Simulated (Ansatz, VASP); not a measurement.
**CaF2 in VASP and in Ansatz**

```
Ca F
1.0
     0.00000    2.71017    2.71017
     2.71017    0.00000    2.71017
     2.71017    2.71017    0.00000
Ca F
1 2
Direct
  0.00000 0.00000 0.00000
  0.25000 0.25000 0.25000
  0.75000 0.75000 0.75000
```

Alike in both runs: functional PBEsol; k mesh 8 × 8 × 8; occupations gaussian, width 0.02 eV; no spin polarisation.

Ansatz relaxed the structure, and its values are those at the end. VASP's run is a single point on that final structure, the one shown.

|  | VASP | Ansatz |
| --- | --- | --- |
| version | VASP 6.6.1 | Ansatz 0.2.0 |
| potentials or method | VASP PAW PBE potentials, release 64 (Ca_sv, F), cutoff 600 eV | scalar-relativistic, plane waves, PAW |
| valence electrons in the cell | 24 | 24 |

```csv
,VASP,Ansatz,Ansatz less VASP
gap on the k mesh at the Fermi level (eV),7.23,7.25,+0.019
least direct gap on the mesh (eV),7.49,7.51,+0.018
pressure (GPa),0.3,0.0,-0.29
```

VASP's potentials were made for PBE, not for PBEsol, and Ansatz warns of the same on its side.
